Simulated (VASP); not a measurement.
Here is a VASP 6.6.1 calculation.

The input INCAR:

```
ALGO     = Normal         # electronic algorithm
EDIFF    = 1E-6           # SCF threshold, eV
EDIFFG   = -0.05          # ionic threshold
ENCUT    = 600            # plane-wave cutoff, eV
GGA      = PE             # functional
IBRION   = 2              # ionic algorithm
ISIF     = 3              # what is computed and relaxed
ISMEAR   = 0              # smearing method
ISPIN    = 2              # spin polarisation
LASPH    = T              # aspherical terms in the spheres
LCHARG   = F              # write CHGCAR
LMAXMIX  = 4              # l up to which the mixer works
LORBIT   = 11             # projections on sites
LREAL    = F              # projectors in reciprocal space
LWAVE    = F              # write WAVECAR
MAGMOM   = 1.51 0         # initial moments
NELM     = 150            # most SCF steps
NSW      = 100            # ionic steps
PREC     = Accurate       # precision mode
SIGMA    = 0.1            # smearing width, eV
```

File KPOINTS:

```
k-points
0
Gamma
  6 6 6
```

The input POSCAR:

```
TeW
1.0
    0.0000000000      2.7406921582      2.7406921582
    2.7406921582      0.0000000000      2.7406921582
    2.7406921582      2.7406921582      0.0000000000
W Te
1 1
Direct
    0.0000000000      0.0000000000      0.0000000000
    0.5000000000      0.5000000000      0.5000000000
```

Potentials or basis: VASP PAW PBE potentials, release 64 (W_sv, Te).

Launch:

```sh
$ cat potpaw_PBE.64/W_sv/POTCAR potpaw_PBE.64/Te/POTCAR > POTCAR
$ mpirun -np 1 vasp_std > vasp.out
```

(1) Estimate the relaxed cell.

(2) Predict the site moments.

(3) Predict the net moment.

Results:

(1) a = 4.001 Å, b = 4.001 Å, c = 4.001 Å, α = 60.00°, β = 60.00°, γ = 60.00°.

(2) W +1.75; Te -0.03 μB.

(3) 2.17 μB per cell.
